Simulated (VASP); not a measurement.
Write the native input for VASP 6.6.1 that does the following.

```yaml
Task: single point
Functional: PBE
Potentials_or_basis: VASP PAW PBE potentials, release 64 (Ga_d, N)
Cutoff: 520 eV
k_mesh: 13 × 13 × 13
Occupations: fermi-dirac, width 0.02 eV
Spin: no spin polarisation
Dipole_correction: no
Further_INCAR_settings: ALGO = Normal; EDIFF = 1e-06; NBANDS = 16
```

The structure of GaN lies in POSCAR:

```
GaN
1.0
   -0.0199250000      1.9825375000      1.9825375000
    1.9825375000     -0.0199250000      1.9825375000
    1.9825375000      1.9825375000     -0.0199250000
Ga N
1 1
Direct
    0.5000000000      0.5000000000      0.5000000000
    0.0000000000      0.0000000000      0.0000000000
```

This cell differs from its parent crystal: equal xy, yz and zx shear strains of -1 %.

One way to write it, as run:

INCAR

```
ALGO     = Normal         # electronic algorithm
EDIFF    = 1E-6           # SCF threshold, eV
ENCUT    = 520            # plane-wave cutoff, eV
GGA      = PE             # functional
ISIF     = 2              # what is computed and relaxed
ISMEAR   = -1             # smearing method
LASPH    = T              # aspherical terms in the spheres
LCHARG   = T              # write CHGCAR
LELF     = T              # ELF
LREAL    = F              # projectors in reciprocal space
LVHAR    = T            
LWAVE    = F              # write WAVECAR
NBANDS   = 16             # bands
NELM     = 100            # most SCF steps
PREC     = Accurate       # precision mode
SIGMA    = 0.02           # smearing width, eV
```

KPOINTS

```
k-points
0
Gamma
  13 13 13
```

Potentials or basis: VASP PAW PBE potentials, release 64 (Ga_d, N).

The run is started by

```console
$ cat potpaw_PBE.64/Ga_d/POTCAR potpaw_PBE.64/N/POTCAR > POTCAR
$ mpirun -np 1 vasp_std > vasp.out
```

Results of the run:

```json
{
  "Pressure": "70.3 GPa",
  "Band gap on the k mesh": "1.86 eV (least direct gap 5.06 eV)"
}
```

Caveat: the cell differs from its parent crystal (equal xy, yz and zx shear strains of -1 %); the cell stands under pressure; an odd mesh through Γ misses points on the zone boundary, where band edges can lie.

It took 27 s on 1 thread of Intel(R) Xeon(R) 6975P-C (Granite Rapids), with other jobs on the host, peak memory 0.18 GiB.
